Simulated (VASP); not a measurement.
ZnS: single point with r2SCAN

ZnS:

```
Zn S
1.0
     1.88692    3.26823    0.00000
    -1.88692    3.26823    0.00000
     0.00000    0.00000    6.19174
Zn S
2 2
Direct
  0.33333 0.33333 0.00539
  0.66667 0.66667 0.50539
  0.33333 0.33333 0.37961
  0.66667 0.66667 0.87961
```

| Quantity | Value |
| --- | --- |
| Program | VASP 6.6.1 |
| Task | single point |
| Functional | r2SCAN |
| Potentials or basis | VASP PAW PBE potentials, release 64 (Zn, S) |
| Cutoff | 550 eV |
| k mesh | 8 × 8 × 4 |
| Occupations | fermi-dirac, width 0.1 eV |
| Spin | no spin polarisation |

```yaml
Pressure: 2.2 GPa
Largest_force: 0.007 eV/Å
Band_gap_on_the_k_mesh: 2.91 eV
```

Forces in eV/Å, atoms in the order of the input:
```
Zn   0.000  0.000  0.007
Zn   0.000  0.000  0.007
S    0.000  0.000 -0.007
S    0.000  0.000 -0.007
```

Levels at points of the mesh, in eV from the valence-band top:
| k point | band 15 | band 16 | band 17 | band 18 | band 19 | band 20 | band 21 | band 22 |
| --- | --- | --- | --- | --- | --- | --- | --- | --- |
| (0.00, 0.00, 0.00) | -0.96 | -0.09 | 0.00 | 0.00 | 2.91 | 3.66 | 6.78 | 6.78 |
| (0.50, 0.00, 0.00) | -3.48 | -2.41 | -1.80 | -0.95 | 4.02 | 4.84 | 5.43 | 7.35 |
| (0.00, 0.00, 0.50) | -0.50 | -0.50 | -0.50 | -0.50 | 4.19 | 4.19 | 7.24 | 7.24 |
| (0.50, 0.00, 0.50) | -1.75 | -1.75 | -1.73 | -1.73 | 3.96 | 3.96 | 5.64 | 5.64 |

Run time: 6.7 min on 1 thread of AMD EPYC 7R43 64-Core Processor (Zen 3), with other jobs on the host, peak memory 0.19 GiB.

Caveat: the PAW data sets were made with another functional, which shifts forces and pressure a little.
